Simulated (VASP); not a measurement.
A run of VASP 6.6.1 is set up as follows.

File INCAR:

```
PREC = Accurate
ENCUT = 520
EDIFF = 1E-6
ISMEAR = 0
SIGMA = 0.15
LREAL = F
LASPH = T
NELM = 80
ALGO = Normal
ISIF = 2
LWAVE = F
LCHARG = F
GGA = PE
NBANDS = 28
```

KPOINTS

```
Automatic mesh
0
Gamma
  3 3 2
```

The input POSCAR:

```
ZrAl3B3N
1.0
    3.7342941124      0.0000000000      0.0000000000
   -1.8671470562      3.2339935665      0.0000000000
    0.0000000000      0.0000000000      8.5771856746
Zr Al B N
1 3 3 1
Direct
    0.3333333333      0.6666666667      0.5000000000
    0.0000000000      0.0000000000      0.0000000000
    0.3333333333      0.6666666667      0.8189576575
    0.3333333333      0.6666666667      0.1810423425
    0.0000000000      0.0000000000      0.3317953793
    0.0000000000      0.0000000000      0.6682046207
    0.6666666667      0.3333333333      0.0000000000
    0.0000000000      0.0000000000      0.5000000000
```

Potentials or basis: VASP PAW PBE potentials, release 64 (Zr_sv, Al, B, N).

Run with:

```bash
$ cat potpaw_PBE.64/Zr_sv/POTCAR potpaw_PBE.64/Al/POTCAR potpaw_PBE.64/B/POTCAR potpaw_PBE.64/N/POTCAR > POTCAR
$ mpirun -np 1 vasp_std > vasp.out
```

Q: Predict the pressure.

A: 0.3 GPa.

Q: Predict the largest force.

A: 0.018 eV/Å.

Stress tensor (GPa, compression positive):
```
0.04 0.00 0.00
0.00 0.04 0.00
0.00 0.00 0.75
```

Caveat: the k points lie up to 0.65 Å⁻¹ apart.
